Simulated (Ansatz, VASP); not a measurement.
# One calculation of P, two programs

Contents of INCAR:

```
  PREC = Accurate
  ENCUT = 520
  EDIFF = 1E-7
  ISMEAR = 0
  SIGMA = 0.05
  LREAL = F
  LASPH = T
  NELM = 60
  ALGO = Normal
  ISIF = 2
  LWAVE = F
  LCHARG = F
  GGA = PS
  NBANDS = 18
```

The input KPOINTS:

```
Automatic mesh
0
Gamma
  8 1 6
```

File POSCAR:

```
P
1.0
    3.2837277200      0.0000000000      0.0000000000
    0.0000000000     34.8570309900      0.0000000000
    0.0000000000      0.0000000000      4.6320847100
P
4
Direct
    0.0000000000      0.9675106648      0.5829120491
    0.0000000000      0.0324893352      0.4170879509
    0.5000000000      0.0324893352      0.0829120491
    0.5000000000      0.9675106648      0.9170879509
```

Input for Ansatz:

```yaml
crystal:
  lattice:
    - [3.28372772, 0.0, 0.0]
    - [0.0, 34.85703099, 0.0]
    - [0.0, 0.0, 4.63208471]
  atoms:
    - { symbol: P, position: [0.0, 0.9675106648, 0.5829120491] }
    - { symbol: P, position: [0.0, 0.0324893352, 0.4170879509] }
    - { symbol: P, position: [0.5, 0.0324893352, 0.0829120491] }
    - { symbol: P, position: [0.5, 0.9675106648, 0.9170879509] }
basis:
  ecutwfc: 420
kpoints:
  mp_grid: { grid: [8, 1, 6] }
hamiltonian:
  xc: pbesol
scf:
  occupations: { method: gaussian, width: 0.05 }
output:
  forces: true
  stress: true
  eigenvalues: true
```

Change from the starting cell: mode 7 (349.0 1/cm) frozen in, largest displacement +0.105 Å.

Alike in both runs: task single point; functional PBEsol; k mesh 8 × 1 × 6; occupations gaussian, width 0.05 eV; no spin polarisation.

|  | VASP | Ansatz |
| --- | --- | --- |
| version | VASP 6.6.1 | Ansatz 0.2.0 |
| potentials or method | VASP PAW PBE potentials, release 64 (P), cutoff 520 eV | scalar-relativistic, plane waves, PAW |
| valence electrons in the cell | 20 | 20 |

```csv
,VASP,Ansatz,Ansatz less VASP
gap on the k mesh at the Fermi level (eV),0.33,0.32,-0.014
least direct gap on the mesh (eV),0.33,0.32,-0.014
rms of the force components (eV/Å),0.636,0.625,-0.0108
```

VASP's potentials were made for PBE, not for PBEsol. Atom by atom the forces differ by 0.012 eV/Å (rms over components). With one functional, cell and mesh, what is left measures potentials, basis and numerics.
